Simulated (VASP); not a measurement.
# GaSb in VASP: settings compared, part 2 of 2

VASP 6.6.1. The steps go on from the part before.

## 4. Single point, PBE (epitaxial xy strain -2.0%)

INCAR

```
PREC     = Accurate       # precision mode
ENCUT    = 520            # plane-wave cutoff, eV
EDIFF    = 1E-6           # SCF threshold, eV
ISMEAR   = -1             # smearing method
SIGMA    = 0.02           # smearing width, eV
LREAL    = F              # projectors in reciprocal space
LASPH    = T              # aspherical terms in the spheres
NELM     = 60             # most SCF steps
ALGO     = Normal         # electronic algorithm
ISIF     = 2              # what is computed and relaxed
LWAVE    = F              # write WAVECAR
LCHARG   = T              # write CHGCAR
GGA      = PE             # functional
LELF     = T              # ELF
LVHAR    = T            
NBANDS   = 16             # bands
```

KPOINTS

```
regular mesh
0
Gamma
  8 8 8
```

POSCAR

```
GaSb
1.0
    0.0000000000      3.0045612220      3.1168731906
    3.0045612220      0.0000000000      3.1168731906
    3.0045612220      3.0045612220      0.0000000000
Ga Sb
1 1
Direct
    0.0000000000      0.0000000000      0.0000000000
    0.2500000000      0.2500000000      0.2500000000
```

Potentials or basis: VASP PAW PBE potentials, release 64 (Ga_d, Sb).

Run with:

```bash
$ cat potpaw_PBE.64/Ga_d/POTCAR potpaw_PBE.64/Sb/POTCAR > POTCAR
$ mpirun -np 1 vasp_std > vasp.out
```

OUTCAR:

```text
PREC = Accurate
   ENCUT = 520
   EDIFF = 1E-6
   ISMEAR = -1
   LREAL = F
   LASPH = T
   NELM = 60
   ISIF = 2
   GGA = PE

 ion  position               nearest neighbor table
   1  0.000  0.000  0.000-   2 2.63   2 2.63   2 2.63   2 2.63
   2  0.250  0.250  0.250-   1 2.63   1 2.63   1 2.63   1 2.63

  LATTYP: Found a body centered tetragonal cell.
 ALAT       =     4.2490912291
 C/A-ratio  =     1.4670775573

  Lattice vectors:

 A1 = (  -3.0045612220,   0.0000000000,   3.1168731906)
 A2 = (   3.0045612220,   0.0000000000,   3.1168731906)
 A3 = (   0.0000000000,   3.0045612220,  -3.1168731906)

Analysis of symmetry for initial positions (statically):
=====================================================================
 Subroutine PRICEL returns:
 Original cell was already a primitive cell.

 Routine SETGRP: Setting up the symmetry group for a
 body centered tetragonal supercell.

 Subroutine GETGRP returns: Found  8 space group operations
 (whereof  8 operations were pure point group operations)
 out of a pool of 16 trial point group operations.

The static configuration has the point symmetry D_2d.

Analysis of symmetry for dynamics (positions and initial velocities):
=====================================================================
 Subroutine PRICEL returns:
 Original cell was already a primitive cell.

 Routine SETGRP: Setting up the symmetry group for a
 body centered tetragonal supercell.

 Subroutine GETGRP returns: Found  8 space group operations
 (whereof  8 operations were pure point group operations)
 out of a pool of 16 trial point group operations.

The dynamic configuration has the point symmetry D_2d.

 Subroutine INISYM returns: Found  8 space group operations
 (whereof  8 operations are pure point group operations),
[... 110 lines left out ...]
   EFERMI =   0.00;   METHOD = LEGACY
   ISMEAR =    -1;   SIGMA  =   0.02  broadening in eV -4-tet -1-fermi 0-gaus
   EFERMI_NEDOS =   21; number of points for ismear=-14 and -15
   IALGO  =     38    algorithm
   IMIX   =      4    mixing-type and parameters
     AMIX     =   0.40;   BMIX     =  1.00
     AMIX_MAG =   1.60;   BMIX_MAG =  1.00
  volume/ion in A,a.u.               =      28.14       189.88
  Fermi-wavevector in a.u.,A,eV,Ry     =   1.119597  2.115732 17.054883  1.253499
  Thomas-Fermi vector in A             =   2.256238
   LORBIT       =      0    0 simple, 1 ext, 2 COOP (PROOUT), +10 PAW based schemes
   GGA     = PE    functional components
   LHFCALC =     F    Hartree Fock is set to
   AEXX    =    0.0000 exact exchange contribution
   IVDW    =     0    specifies the selected vdW correction
   LEPSILON=     F    determine dielectric tensor
   LRPA    =     F    only Hartree local field effects (RPA)
 non-spin polarized calculation
  energy-cutoff  :      520.00
  volume of cell :       56.27
 maximum number of plane-waves:      1536
   NGX = 17   NGY = 17   NGZ = 15

 number of electron      17.9999991 magnetization

 Free energy of the ion-electron system (eV)
  ---------------------------------------------------
  ext. energy  EPLUGINS =         0.00000000
  ---------------------------------------------------
  free energy    TOTEN  =        -7.32125650 eV

  energy without entropy =       -7.32116793  energy(sigma->0) =       -7.32121221

 E-fermi :   5.1687     XC(G=0):  -9.1651

 val. band max:        5.1242570863   @ k =   0.0000   0.0000   0.0000
 cond. band min:       5.1970518740   @ k =   0.0000   0.0000   0.0000
 fundamental gap:      0.0727947877
 Fermi energy:         5.1687312496

 k-point     1 :       0.0000    0.0000    0.0000
  band No.  band energies     occupation
      1     -10.0262      2.00000
      2     -10.0213      2.00000
      3     -10.0213      2.00000
      4      -9.9727      2.00000
      5      -9.9690      2.00000
      6      -6.5461      2.00000
[... 433 lines left out ...]
      3     -10.0105      2.00000
      4      -9.9757      2.00000
      5      -9.9676      2.00000
      6      -5.3408      2.00000
[... 8 lines left out ...]
     15      13.6354      0.00000
     16      14.3818      0.00000

 [... further k-points ...]

------------------------ aborting loop because EDIFF is reached ----------------------------------------

  FORCE on cell =-STRESS in cart. coord.  units (eV):
  Direction    XX          YY          ZZ          XY          YZ          ZX
  --------------------------------------------------------------------------------------
  -------------------------------------------------------------------------------------
  Total        1.3795111      1.3795111      0.7790679      0.0000000      0.0000000     -0.0000000
  in kB       39.2757550     39.2757550     22.1806693      0.0000000      0.0000000     -0.0000000
  external PRESSURE =      33.5773931 kB  Pullay stress =       0.0000000 kB

 VOLUME and BASIS-vectors are now :
 -----------------------------------------------------------------------------
  energy-cutoff  :      520.00
  volume of cell :       56.27
      direct lattice vectors                 reciprocal lattice vectors
     0.000000000  3.004561222  3.116873191    -0.166413650  0.166413650  0.160417178
     3.004561222  0.000000000  3.116873191     0.166413650 -0.166413650  0.160417178
     3.004561222  3.004561222  0.000000000     0.166413650  0.166413650 -0.160417178

 POSITION                                       TOTAL-FORCE (eV/Angst)
 -----------------------------------------------------------------------------------
      0.00000      0.00000      0.00000         0.000000      0.000000     -0.000000
      1.50228      1.50228      1.55844        -0.000000     -0.000000      0.000000
 -----------------------------------------------------------------------------------
    total drift:                                0.000001      0.000001      0.000003

  FREE ENERGIE OF THE ION-ELECTRON SYSTEM (eV)
  ---------------------------------------------------
  free  energy   TOTEN  =        -7.3212564973 eV

  energy  without entropy=       -7.3211679321  energy(sigma->0) =       -7.32121221
```

OSZICAR:

```text
N       E                     dE             d eps       ncg     rms          rms(c)
DAV:   1     0.830447550890E+02    0.83045E+02   -0.85518E+03  1904   0.139E+03
DAV:   2    -0.917433617134E+00   -0.83962E+02   -0.80664E+02  2232   0.303E+02
DAV:   3    -0.726643945430E+01   -0.63490E+01   -0.63361E+01  2320   0.650E+01
DAV:   4    -0.737645553134E+01   -0.11002E+00   -0.11000E+00  2376   0.965E+00
DAV:   5    -0.737902585028E+01   -0.25703E-02   -0.25702E-02  2456   0.130E+00    0.325E+00
DAV:   6    -0.733374558245E+01    0.45280E-01   -0.63116E-02  2776   0.395E+00    0.195E+00
DAV:   7    -0.731976038996E+01    0.13985E-01   -0.39783E-02  2216   0.161E+00    0.350E-01
DAV:   8    -0.732073151639E+01   -0.97113E-03   -0.44031E-03  2496   0.760E-01    0.894E-02
DAV:   9    -0.732121323551E+01   -0.48172E-03   -0.69340E-04  2272   0.202E-01    0.345E-02
DAV:  10    -0.732123289154E+01   -0.19656E-04   -0.31842E-05  2520   0.371E-02    0.965E-03
DAV:  11    -0.732125598572E+01   -0.23094E-04   -0.31592E-05  2168   0.361E-02    0.678E-03
DAV:  12    -0.732125649733E+01   -0.51161E-06   -0.11730E-06  2376   0.873E-03
   1 F= -.73212565E+01 E0= -.73212122E+01  d E =-.885653E-04
```

It took 16 s on 1 thread of Intel Xeon 6975P-C (Granite Rapids), shared host; peak memory 0.21 GiB.

Results:

```yaml
Free_energy: -7.3213 eV
Pressure: 3.4 GPa
Band_gap_on_the_k_mesh: 0.07 eV, direct
```

Stress tensor (GPa, compression positive):
```
3.93 0.00 0.00
0.00 3.93 0.00
0.00 0.00 2.22
```

Caveat: the cell differs from its parent crystal (epitaxial xy strain -2.0%); spin-orbit coupling is left out, which moves the levels of the heavy elements.

## 5. Single point, PBE (epitaxial xy strain -1.0%)

INCAR

```
SYSTEM = GaSb
PREC = Accurate
ENCUT = 520
EDIFF = 1E-7
ISMEAR = -1
SIGMA = 0.02
LREAL = .FALSE.
LASPH = .TRUE.
NELM = 60
ALGO = Normal
ISIF = 2
LWAVE = .FALSE.
LCHARG = .FALSE.
GGA = PE
NBANDS = 16
```

KPOINTS

```
regular mesh
0
G
  8 8 8
  0 0 0
```

POSCAR

```
GaSb
1.0
    0.0000000000      3.0352200099      3.0913477143
    3.0352200099      0.0000000000      3.0913477143
    3.0352200099      3.0352200099      0.0000000000
Ga Sb
1 1
Direct
    0.0000000000      0.0000000000      0.0000000000
    0.2500000000      0.2500000000      0.2500000000
```

Potentials or basis: VASP PAW PBE potentials, release 64 (Ga_d, Sb).

Run with:

```bash
$ cat potpaw_PBE.64/Ga_d/POTCAR potpaw_PBE.64/Sb/POTCAR > POTCAR
$ mpirun -np 1 vasp_std > vasp.out
```

OUTCAR:

```text
SYSTEM = GaSb
   PREC = Accurate
   ENCUT = 520
   EDIFF = 1E-7
   ISMEAR = -1
   LREAL = .FALSE.
   LASPH = .TRUE.
   NELM = 60
   ISIF = 2
   GGA = PE

 ion  position               nearest neighbor table
   1  0.000  0.000  0.000-   2 2.64   2 2.64   2 2.64   2 2.64
   2  0.250  0.250  0.250-   1 2.64   1 2.64   1 2.64   1 2.64

  LATTYP: Found a body centered tetragonal cell.
 ALAT       =     4.2924493028
 C/A-ratio  =     1.4403653934

  Lattice vectors:

 A1 = (  -3.0352200099,   0.0000000000,   3.0913477143)
 A2 = (   3.0352200099,   0.0000000000,   3.0913477143)
 A3 = (   0.0000000000,   3.0352200099,  -3.0913477143)

Analysis of symmetry for initial positions (statically):
=====================================================================
 Subroutine PRICEL returns:
 Original cell was already a primitive cell.

 Routine SETGRP: Setting up the symmetry group for a
 body centered tetragonal supercell.

 Subroutine GETGRP returns: Found  8 space group operations
 (whereof  8 operations were pure point group operations)
 out of a pool of 16 trial point group operations.

The static configuration has the point symmetry D_2d.

Analysis of symmetry for dynamics (positions and initial velocities):
=====================================================================
 Subroutine PRICEL returns:
 Original cell was already a primitive cell.

 Routine SETGRP: Setting up the symmetry group for a
 body centered tetragonal supercell.

 Subroutine GETGRP returns: Found  8 space group operations
 (whereof  8 operations were pure point group operations)
 out of a pool of 16 trial point group operations.

The dynamic configuration has the point symmetry D_2d.

 Subroutine INISYM returns: Found  8 space group operations
 (whereof  8 operations are pure point group operations),
 and found     1 'primitive' translations

----------------------------------------------------------------------------------------

                                     Primitive cell

  volume of cell :      56.9585

  direct lattice vectors                    reciprocal lattice vectors
     0.000000000  3.035220010  3.091347714    -0.164732704  0.164732704  0.161741754
     3.035220010  0.000000000  3.091347714     0.164732704 -0.164732704  0.161741754
     3.035220010  3.035220010  0.000000000     0.164732704  0.164732704 -0.161741754

  length of vectors
     4.332319379  4.332319379  4.292449303     0.283609102  0.283609102  0.283609102

  position of ions in fractional coordinates (direct lattice)
     0.000000000  0.000000000  0.000000000
     0.250000000  0.250000000  0.250000000

  ion indices of the primitive-cell ions
   primitive index   ion index
                 1           1
                 2           2

----------------------------------------------------------------------------------------

 KPOINTS: regular mesh

Automatic generation of k-mesh.
 Grid dimensions read from file:
 generate k-points for:    8    8    8

 Generating k-lattice:

  Cartesian coordinates                     Fractional coordinates (reciprocal lattice)
    -0.020591588  0.020591588  0.020217719     0.125000000  0.000000000  0.000000000
     0.020591588 -0.020591588  0.020217719     0.000000000  0.125000000  0.000000000
     0.020591588  0.020591588 -0.020217719     0.000000000  0.000000000  0.125000000

  Length of vectors
     0.035451138  0.035451138  0.035451138

  Shift w.r.t. Gamma in fractional coordinates (k-lattice)
     0.000000000  0.000000000  0.000000000

 Subroutine IBZKPT returns following result:
 ===========================================

 Found     59 irreducible k-points:

 Following reciprocal coordinates:
            Coordinates               Weight
  0.000000  0.000000  0.000000      1.000000
  0.125000  0.000000  0.000000      8.000000
  0.250000  0.000000  0.000000      8.000000
  0.375000  0.000000  0.000000      8.000000
  0.500000  0.000000  0.000000      4.000000
  0.125000  0.125000  0.000000      2.000000
[... 16 lines left out ...]
  0.250000  0.000000  0.125000     16.000000
  0.375000  0.000000  0.125000     16.000000
 [... further k-points ...]
   k-points           NKPTS =     59   k-points in BZ     NKDIM =     59   number of bands    NBANDS=     16
   number of dos      NEDOS =    301   number of ions     NIONS =      2
   total plane-waves  NPLWV =  32768
   dimension x,y,z NGX =    32 NGY =   32 NGZ =   32
   dimension x,y,z NGXF=    64 NGYF=   64 NGZF=   64
   ions per type =               1   1
   NGX,Y,Z   is equivalent  to a cutoff of  12.28, 12.28, 12.39 a.u.
   NGXF,Y,Z  is equivalent  to a cutoff of  24.56, 24.56, 24.79 a.u.
 SYSTEM =  GaSb
   PREC   = accura    normal or accurate (medium, high low for compatibility)
   ISTART =      0    job   : 0-new  1-cont  2-samecut
   ICHARG =      2    charge: 1-file 2-atom 10-const
   ISPIN  =      1    spin polarized calculation?
   LNONCOLLINEAR =      F non collinear calculations
   LSORBIT =      F    spin-orbit coupling
   LASPH  =      T    aspherical Exc in radial PAW
   ENCUT  =  520.0 eV  38.22 Ry    6.18 a.u.   8.06  8.06  7.98*2*pi/ulx,y,z
   NELM   =     60;   NELMIN=  2; NELMDL= -5     # of ELM steps
   EDIFF  = 0.1E-06   stopping-criterion for ELM
   LREAL  =      F    real-space projection
   EDIFFG = 0.1E-05   stopping-criterion for IOM
   NSW    =      0    number of steps for IOM
   IBRION =     -1    ionic relax: 0-MD 1-quasi-New 2-CG
   NFREE  =      0    steps in history (QN), initial steepest desc. (CG)
   ISIF   =      2    stress and relaxation
   ISYM   =      2    0-nonsym 1-usesym 2-fastsym
   POTIM  = 0.5000    time-step for ionic-motion
   TEBEG  =    0.0;   TEEND  =   0.0 temperature during run
   PSTRESS=    0.0 pullay stress
   NELECT =      18.0000    total number of electrons
   NUPDOWN=      -1.0000    fix difference up-down
   EMIN   =  10.00;   EMAX   =-10.00  energy-range for DOS
   EFERMI =   0.00;   METHOD = LEGACY
   ISMEAR =    -1;   SIGMA  =   0.02  broadening in eV -4-tet -1-fermi 0-gaus
   EFERMI_NEDOS =   21; number of points for ismear=-14 and -15
   IALGO  =     38    algorithm
   IMIX   =      4    mixing-type and parameters
     AMIX     =   0.40;   BMIX     =  1.00
     AMIX_MAG =   1.60;   BMIX_MAG =  1.00
  volume/ion in A,a.u.               =      28.48       192.19
  Fermi-wavevector in a.u.,A,eV,Ry     =   1.115098  2.107229 16.918068  1.243443
  Thomas-Fermi vector in A             =   2.251699
   LORBIT       =      0    0 simple, 1 ext, 2 COOP (PROOUT), +10 PAW based schemes
   GGA     = PE    functional components
   LHFCALC =     F    Hartree Fock is set to
   AEXX    =    0.0000 exact exchange contribution
   IVDW    =     0    specifies the selected vdW correction
   LEPSILON=     F    determine dielectric tensor
   LRPA    =     F    only Hartree local field effects (RPA)
 non-spin polarized calculation
  energy-cutoff  :      520.00
  volume of cell :       56.96
 maximum number of plane-waves:      1556
   NGX = 17   NGY = 17   NGZ = 15

 number of electron      17.9999987 magnetization

 Free energy of the ion-electron system (eV)
  ---------------------------------------------------
  ext. energy  EPLUGINS =         0.00000000
  ---------------------------------------------------
  free energy    TOTEN  =        -7.33956948 eV

  energy without entropy =       -7.33943574  energy(sigma->0) =       -7.33950261

 E-fermi :   4.9866     XC(G=0):  -9.1109

 val. band max:        4.9599351171   @ k =   0.0000   0.0000   0.0000
 cond. band min:       4.9932543607   @ k =   0.0000   0.0000   0.0000
 fundamental gap:      0.0333192437
 Fermi energy:         4.9866263099

 k-point     1 :       0.0000    0.0000    0.0000
  band No.  band energies     occupation
      1     -10.1244      2.00000
      2     -10.1219      2.00000
      3     -10.1219      2.00000
      4     -10.0734      2.00000
      5     -10.0713      2.00000
      6      -6.5878      2.00000
[... 8 lines left out ...]
     15      13.3637      0.00000
     16      13.6775      0.00000
[... 419 lines left out ...]
 k-point    24 :       0.3750    0.0000    0.1250
  band No.  band energies     occupation
      1     -10.1474      2.00000
      2     -10.1127      2.00000
      3     -10.1111      2.00000
      4     -10.0761      2.00000
      5     -10.0703      2.00000
      6      -5.4077      2.00000
[... 8 lines left out ...]
     15      13.4359      0.00000
     16      14.1805      0.00000

 [... further k-points ...]

------------------------ aborting loop because EDIFF is reached ----------------------------------------

  FORCE on cell =-STRESS in cart. coord.  units (eV):
  Direction    XX          YY          ZZ          XY          YZ          ZX
  --------------------------------------------------------------------------------------
  -------------------------------------------------------------------------------------
  Total        1.0503805      1.0503805      0.7628636      0.0000000      0.0000000      0.0000000
  in kB       29.5460235     29.5460235     21.4584962      0.0000000      0.0000000      0.0000000
  external PRESSURE =      26.8501811 kB  Pullay stress =       0.0000000 kB

 VOLUME and BASIS-vectors are now :
 -----------------------------------------------------------------------------
  energy-cutoff  :      520.00
  volume of cell :       56.96
      direct lattice vectors                 reciprocal lattice vectors
     0.000000000  3.035220010  3.091347714    -0.164732704  0.164732704  0.161741754
     3.035220010  0.000000000  3.091347714     0.164732704 -0.164732704  0.161741754
     3.035220010  3.035220010  0.000000000     0.164732704  0.164732704 -0.161741754

 POSITION                                       TOTAL-FORCE (eV/Angst)
 -----------------------------------------------------------------------------------
      0.00000      0.00000      0.00000         0.000000      0.000000      0.000000
      1.51761      1.51761      1.54567        -0.000000     -0.000000     -0.000000
 -----------------------------------------------------------------------------------
    total drift:                                0.000001      0.000001      0.000002

  FREE ENERGIE OF THE ION-ELECTRON SYSTEM (eV)
  ---------------------------------------------------
  free  energy   TOTEN  =        -7.3395694817 eV

  energy  without entropy=       -7.3394357396  energy(sigma->0) =       -7.33950261
```

stdout:

```text
POSCAR found type information on POSCAR GaSb
 POSCAR found :  2 types and       2 ions
 scaLAPACK will be used
 LDA part: xc-table for (Slater+PW92), standard interpolation
 POSCAR, INCAR and KPOINTS ok, starting setup
 FFT: planning ... GRIDC
 FFT: planning ... GRID_SOFT
 FFT: planning ... GRID
 WAVECAR not read
 entering main loop
```

It took 19 s on 1 thread of Intel Xeon 6975P-C (Granite Rapids), shared host; peak memory 0.2 GiB.

Results:

| Property | Result |
| --- | --- |
| Free energy | -7.3396 eV |
| Pressure | 2.7 GPa |
| Band gap on the k mesh | 0.03 eV, direct |

Caveat: the cell differs from its parent crystal (epitaxial xy strain -1.0%); spin-orbit coupling is left out, which moves the levels of the heavy elements. A k mesh can miss the band edges.

## 6. Summary

```tsv
level	cell	gap on the mesh (eV)	pressure (GPa)
r2SCAN	a = 4.336 Å, angles 60.0°, 2 atoms	0.40	0.1
PBE	a = 4.326, b = 4.326, c = 4.206 Å, angles 60.9, 60.9, 58.2°, 2 atoms	0.11	4.1
PBE	a = 4.329, b = 4.329, c = 4.249 Å, angles 60.6, 60.6, 58.8°, 2 atoms	0.07	3.4
PBE	a = 4.332, b = 4.332, c = 4.292 Å, angles 60.3, 60.3, 59.4°, 2 atoms	0.03	2.7
```

Alike in all rows: task single point; potentials or basis VASP PAW PBE potentials, release 64 (Ga_d, Sb); no spin polarisation; k mesh 8 × 8 × 8; cutoff (eV) 520; smearing fermi-dirac 0.02 eV.

Caveats: spin-orbit coupling is left out, which moves the levels of the heavy elements; the PAW data sets were made with another functional, which shifts forces and pressure a little (some runs).

Total energies depend on the potentials used, so only differences within one code and one set of settings carry meaning.
